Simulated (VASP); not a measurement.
# Ga4SnS3 (P1) in VASP: single point with PBE

Aim: the single point of Ga4SnS3 with PBE.

Program: VASP 6.6.1. These are calculated values, not measurements. Logs are shortened: lines on timing, memory, paths and dates and some standing lists are left out, and cuts for length are marked.

### Step 1. The cell of the first run

The typed cell holds 16 atoms: a = 3.601 Å, b = 3.601 Å, c = 37.161 Å, α = 93.42°, β = 86.64°, γ = 120.01°.

### Step 2. Single point, PBE

INCAR reads:

```
PREC     = Accurate       # precision mode
ENCUT    = 500            # plane-wave cutoff, eV
EDIFF    = 1E-6           # SCF threshold, eV
ISMEAR   = 0              # smearing method
SIGMA    = 0.2            # smearing width, eV
LREAL    = False          # projectors in reciprocal space
LASPH    = True           # aspherical terms in the spheres
NELM     = 120            # most SCF steps
ALGO     = Normal         # electronic algorithm
ISIF     = 2              # what is computed and relaxed
LWAVE    = False          # write WAVECAR
LCHARG   = False          # write CHGCAR
GGA      = PE             # functional
NBANDS   = 98             # bands
GGA_COMPAT= False
```

KPOINTS reads:

```
Automatic mesh
0
Gamma
  6 6 1
```

POSCAR reads:

```
Ga4SnS3
1.0
    3.5994326529      0.0006509418      0.1045652403
   -1.7992052318      3.1171210220     -0.1050673397
    1.1022917476     -0.6725092341     37.1387105491
Ga Sn S
8 2 6
Direct
    0.0092110555      0.0046943868      0.9671393588
   -0.0187430087      0.0321547700      0.0336331380
    0.6612989313      0.3461157654      0.2716140709
    0.6913037534      0.3181593077      0.2049840685
    0.5327214316      0.4702484951      0.4061053101
    0.3490280549      0.6277013377      0.7276735647
    0.3196822673      0.6556036682      0.7943056529
    0.4561159344      0.5457675675      0.5945380835
    0.1735057688      0.8284225501      0.4684161249
    0.8143566322      0.1868913878      0.5322351562
    0.6876495146      0.3257023389      0.9375756405
    0.3027634913      0.7111058485      0.0631940851
    0.9827298959      0.0251140811      0.3012354304
    0.0363608967     -0.0274100143      0.1754253442
    0.0274895722     -0.0514872695      0.6980498969
   -0.0254741913      0.0012157792      0.8238750745
```

Potentials or basis: VASP PAW PBE potentials, release 64 (Ga_d, Sn_d, S).

Launch:

```
cat potpaw_PBE.64/Ga_d/POTCAR potpaw_PBE.64/Sn_d/POTCAR potpaw_PBE.64/S/POTCAR > POTCAR
mpirun -np 1 vasp_std > vasp.out
```

OUTCAR:

```text
PREC = Accurate
   ENCUT = 500
   EDIFF = 1E-6
   ISMEAR = 0
   LREAL = False
   LASPH = True
   NELM = 120
   ISIF = 2
   GGA = PE

 ion  position               nearest neighbor table
   1  0.009  0.005  0.967-  11 2.35  11 2.35  11 2.35   2 2.47
   2  0.981  0.032  0.034-  12 2.35  12 2.35  12 2.35   1 2.47
   3  0.661  0.346  0.272-  13 2.35  13 2.35  13 2.35   4 2.47
   4  0.691  0.318  0.205-  14 2.35  14 2.35  14 2.35   3 2.47
   5  0.533  0.470  0.406-   9 3.11   9 3.11   9 3.11
   6  0.349  0.628  0.728-  15 2.35  15 2.35  15 2.35   7 2.47
   7  0.320  0.656  0.794-  16 2.35  16 2.35  16 2.35   6 2.47
   8  0.456  0.546  0.595-  10 3.11  10 3.11  10 3.11
   9  0.174  0.828  0.468-   5 3.11   5 3.11   5 3.11  10 3.15  10 3.15  10 3.15
  10  0.814  0.187  0.532-   8 3.11   8 3.11   8 3.11   9 3.15   9 3.15   9 3.15
  11  0.688  0.326  0.938-   1 2.35   1 2.35   1 2.35
  12  0.303  0.711  0.063-   2 2.35   2 2.35   2 2.35
  13  0.983  0.025  0.301-   3 2.35   3 2.35   3 2.35
  14  0.036  0.973  0.175-   4 2.35   4 2.35   4 2.35
  15  0.027  0.949  0.698-   6 2.35   6 2.35   6 2.35
  16  0.975  0.001  0.824-   7 2.35   7 2.35   7 2.35

  LATTYP: Found a triclinic cell.
 ALAT       =     3.6006418980
 B/A-ratio  =     0.9998726824
 C/A-ratio  =    10.3207016869
 COS(alpha) =     0.0009791831
 COS(beta)  =     0.0596514861
 COS(gamma) =     0.4998504173

  Lattice vectors:

 A1 = (  -1.7992052318,   3.1171210220,  -0.1050673397)
 A2 = (   1.8002274211,   3.1177719638,  -0.0005020994)
 A3 = (  -1.1022917476,   0.6725092341, -37.1387105491)

Analysis of symmetry for initial positions (statically):
=====================================================================
 Subroutine PRICEL returns:
 Original cell was already a primitive cell.

 Routine SETGRP: Setting up the symmetry group for a
 triclinic supercell.

 Subroutine GETGRP returns: Found  1 space group operations
 (whereof  1 operations were pure point group operations)
 out of a pool of  2 trial point group operations.

The static configuration has the point symmetry C_1 .

Analysis of symmetry for dynamics (positions and initial velocities):
=====================================================================
 Subroutine PRICEL returns:
 Original cell was already a primitive cell.

 Routine SETGRP: Setting up the symmetry group for a
 triclinic supercell.

 Subroutine GETGRP returns: Found  1 space group operations
 (whereof  1 operations were pure point group operations)
 out of a pool of  2 trial point group operations.

The dynamic configuration has the point symmetry C_1 .

 Subroutine INISYM returns: Found  1 space group operations
 (whereof  1 operations are pure point group operations),
 and found     1 'primitive' translations

----------------------------------------------------------------------------------------

                                     Primitive cell

  volume of cell :     416.2477

  direct lattice vectors                    reciprocal lattice vectors
     3.599432653  0.000650942  0.104565240     0.277947936  0.160251559 -0.005347764
    -1.799205232  3.117121022 -0.105067340    -0.000227019  0.320873886  0.005817135
     1.102291748 -0.672509234 37.138710549    -0.000783214  0.000456575  0.026957597

  length of vectors
     3.600951227  3.600641898 37.161150911     0.320880376  0.320926692  0.026972836

  position of ions in fractional coordinates (direct lattice)
     0.009211056  0.004694387  0.967139359
     0.981256991  0.032154770  0.033633138
     0.661298931  0.346115765  0.271614071
     0.691303753  0.318159308  0.204984069
     0.532721432  0.470248495  0.406105310
     0.349028055  0.627701338  0.727673565
[... 8 lines left out ...]
     0.027489572  0.948512730  0.698049897
     0.974525809  0.001215779  0.823875075

  ion indices of the primitive-cell ions
   primitive index   ion index
                 1           1
                 2           2
                 3           3
                 4           4
                 5           5
                 6           6
[... 8 lines left out ...]
                15          15
                16          16

----------------------------------------------------------------------------------------

 KPOINTS: Automatic mesh

Automatic generation of k-mesh.
 Grid dimensions read from file:
 generate k-points for:    6    6    1

 Generating k-lattice:

  Cartesian coordinates                     Fractional coordinates (reciprocal lattice)
     0.046324656  0.026708593 -0.000891294     0.166666667  0.000000000 -0.000000000
    -0.000037837  0.053478981  0.000969523     0.000000000  0.166666667 -0.000000000
    -0.000783214  0.000456575  0.026957597     0.000000000  0.000000000  1.000000000

  Length of vectors
     0.053480063  0.053487782  0.026972836

  Shift w.r.t. Gamma in fractional coordinates (k-lattice)
     0.000000000  0.000000000  0.000000000

 Subroutine IBZKPT returns following result:
 ===========================================

 Found     20 irreducible k-points:

 Following reciprocal coordinates:
            Coordinates               Weight
  0.000000  0.000000  0.000000      1.000000
  0.166667  0.000000 -0.000000      2.000000
  0.333333  0.000000 -0.000000      2.000000
  0.500000 -0.000000  0.000000      1.000000
 -0.000000  0.166667  0.000000      2.000000
  0.166667  0.166667 -0.000000      2.000000
[... 12 lines left out ...]
  0.333333  0.500000  0.000000      2.000000
  0.500000  0.500000  0.000000      1.000000
   k-points           NKPTS =     20   k-points in BZ     NKDIM =     20   number of bands    NBANDS=     98
   number of dos      NEDOS =    301   number of ions     NIONS =     16
   total plane-waves  NPLWV = 219520
   dimension x,y,z NGX =    28 NGY =   28 NGZ =  280
   dimension x,y,z NGXF=    56 NGYF=   56 NGZF=  560
   ions per type =               8   2   6
   NGX,Y,Z   is equivalent  to a cutoff of  12.93, 12.93, 12.53 a.u.
   NGXF,Y,Z  is equivalent  to a cutoff of  25.85, 25.86, 25.05 a.u.
 SYSTEM =  unknown system
   PREC   = accura    normal or accurate (medium, high low for compatibility)
   ISTART =      0    job   : 0-new  1-cont  2-samecut
   ICHARG =      2    charge: 1-file 2-atom 10-const
   ISPIN  =      1    spin polarized calculation?
   LNONCOLLINEAR =      F non collinear calculations
   LSORBIT =      F    spin-orbit coupling
   LASPH  =      T    aspherical Exc in radial PAW
   ENCUT  =  500.0 eV  36.75 Ry    6.06 a.u.   6.57  6.56 67.75*2*pi/ulx,y,z
   NELM   =    120;   NELMIN=  2; NELMDL= -5     # of ELM steps
   EDIFF  = 0.1E-05   stopping-criterion for ELM
   LREAL  =      F    real-space projection
   EDIFFG = 0.1E-04   stopping-criterion for IOM
   NSW    =      0    number of steps for IOM
   IBRION =     -1    ionic relax: 0-MD 1-quasi-New 2-CG
   NFREE  =      0    steps in history (QN), initial steepest desc. (CG)
   ISIF   =      2    stress and relaxation
   ISYM   =      2    0-nonsym 1-usesym 2-fastsym
   POTIM  = 0.5000    time-step for ionic-motion
   TEBEG  =    0.0;   TEEND  =   0.0 temperature during run
   PSTRESS=    0.0 pullay stress
   NELECT =     168.0000    total number of electrons
   NUPDOWN=      -1.0000    fix difference up-down
   EMIN   =  10.00;   EMAX   =-10.00  energy-range for DOS
   EFERMI =   0.00;   METHOD = LEGACY
   ISMEAR =     0;   SIGMA  =   0.20  broadening in eV -4-tet -1-fermi 0-gaus
   EFERMI_NEDOS =   21; number of points for ismear=-14 and -15
   IALGO  =     38    algorithm
   IMIX   =      4    mixing-type and parameters
     AMIX     =   0.40;   BMIX     =  1.00
     AMIX_MAG =   1.60;   BMIX_MAG =  1.00
  volume/ion in A,a.u.               =      26.02       175.56
  Fermi-wavevector in a.u.,A,eV,Ry     =   1.209838  2.286263 19.914963  1.463709
  Thomas-Fermi vector in A             =   2.345403
   LORBIT       =      0    0 simple, 1 ext, 2 COOP (PROOUT), +10 PAW based schemes
   GGA     = PE    functional components
   LHFCALC =     F    Hartree Fock is set to
   AEXX    =    0.0000 exact exchange contribution
   IVDW    =     0    specifies the selected vdW correction
   LEPSILON=     F    determine dielectric tensor
   LRPA    =     F    only Hartree local field effects (RPA)
 non-spin polarized calculation
 Gauss-broadening in eV      SIGMA  =   0.20
  energy-cutoff  :      500.00
  volume of cell :      416.25
 maximum number of plane-waves:     10715
 NGX is ok and might be reduce to    28
   NGX = 13   NGY = 13   NGZ =135

 number of electron     168.0000010 magnetization

 Free energy of the ion-electron system (eV)
  ---------------------------------------------------
  ext. energy  EPLUGINS =         0.00000000
  ---------------------------------------------------
  free energy    TOTEN  =       -62.43545557 eV

  energy without entropy =      -62.40274079  energy(sigma->0) =      -62.41909818

 E-fermi :   4.0829     XC(G=0):  -8.8281

 val. band max:        3.9697836725   @ k =  -0.3333   0.3333   0.0000
 cond. band min:       4.2673993058   @ k =   0.3333   0.3333   0.0000
 fundamental gap:      0.2976156333
 Fermi energy:         4.0828575261

 k-point     1 :       0.0000    0.0000    0.0000
  band No.  band energies     occupation
      1     -17.2177      2.00000
      2     -17.2171      2.00000
      3     -17.1898      2.00000
      4     -17.1897      2.00000
      5     -17.1610      2.00000
      6     -17.1114      2.00000
[... 88 lines left out ...]
     95       7.5776      0.00000
     96       8.3679      0.00000

 k-point     2 :       0.1667    0.0000   -0.0000
  band No.  band energies     occupation
      1     -17.2266      2.00000
      2     -17.2084      2.00000
      3     -17.1945      2.00000
      4     -17.1691      2.00000
      5     -17.1358      2.00000
      6     -17.1198      2.00000
[... 1771 lines left out ...]
     95       6.5882      0.00000
     96       6.6391      0.00000

 k-point    20 :       0.5000    0.5000    0.0000
  band No.  band energies     occupation
      1     -17.2422      2.00000
      2     -17.2001      2.00000
      3     -17.1926      2.00000
      4     -17.1800      2.00000
      5     -17.1266      2.00000
      6     -17.0999      2.00000
[... 88 lines left out ...]
     95       6.7310      0.00000
     96       6.8490      0.00000
 [bands above 96 left out]

------------------------ aborting loop because EDIFF is reached ----------------------------------------

  FORCE on cell =-STRESS in cart. coord.  units (eV):
  Direction    XX          YY          ZZ          XY          YZ          ZX
  --------------------------------------------------------------------------------------
  -------------------------------------------------------------------------------------
  Total       -0.0736227     -0.0341322      0.0722003      0.0094378      0.0217330      0.0961423
  in kB       -0.2833808     -0.1313782      0.2779058      0.0363271      0.0836522      0.3700610
  external PRESSURE =      -0.0456177 kB  Pullay stress =       0.0000000 kB

 VOLUME and BASIS-vectors are now :
 -----------------------------------------------------------------------------
  energy-cutoff  :      500.00
  volume of cell :      416.25
      direct lattice vectors                 reciprocal lattice vectors
     3.599432653  0.000650942  0.104565240     0.277947936  0.160251559 -0.005347764
    -1.799205232  3.117121022 -0.105067340    -0.000227019  0.320873886  0.005817135
     1.102291748 -0.672509234 37.138710549    -0.000783214  0.000456575  0.026957597

 POSITION                                       TOTAL-FORCE (eV/Angst)
 -----------------------------------------------------------------------------------
      1.09078     -0.63577     35.91878        -0.002018      0.000124      0.004206
      3.51119      0.07825      1.34832         0.001415     -0.001274     -0.007020
      2.05697      0.89665     10.12018         0.002827     -0.000670     -0.003516
      2.14182      0.85434      7.65170        -0.006273      0.000990      0.009715
      1.51907      1.19306     15.08852        -0.000711     -0.001813     -0.005331
      0.92905      1.46748     26.99540        -0.002282     -0.002348      0.005615
[... 8 lines left out ...]
     -0.83817      2.48720     25.82789        -0.006137      0.002351     -0.010140
      4.41370     -0.54964     30.69943         0.008226     -0.000547      0.007848
 -----------------------------------------------------------------------------------
    total drift:                                0.000608     -0.000485     -0.000493

  FREE ENERGIE OF THE ION-ELECTRON SYSTEM (eV)
  ---------------------------------------------------
  free  energy   TOTEN  =       -62.4354555673 eV

  energy  without entropy=      -62.4027407876  energy(sigma->0) =      -62.41909818
```

Wall time 53 min (1 thread of Intel Xeon 8259CL, shared host); peak memory 0.88 GiB.

Results:

* Free energy: -62.4355 eV
* Pressure: 0.0 GPa
* Largest force: 0.013 eV/Å
* Band gap on the k mesh: zero (bands 84 and 85 overlap by 1.85 eV)

Forces in eV/Å, atoms in the order of the input:
```
Ga  -0.002  0.000  0.004
Ga   0.001 -0.001 -0.007
Ga   0.003 -0.001 -0.004
Ga  -0.006  0.001  0.010
Ga  -0.001 -0.002 -0.005
Ga  -0.002 -0.002  0.006
Ga   0.003 -0.001 -0.006
Ga   0.000  0.001  0.006
Sn   0.001  0.000 -0.002
Sn   0.000  0.001  0.001
S   -0.003 -0.001 -0.011
S    0.005  0.001  0.010
S    0.007  0.002  0.010
S   -0.008  0.001 -0.009
S   -0.006  0.002 -0.010
S    0.008 -0.001  0.008
```

Caveat: spin-orbit coupling is left out, which moves the levels of the heavy elements.
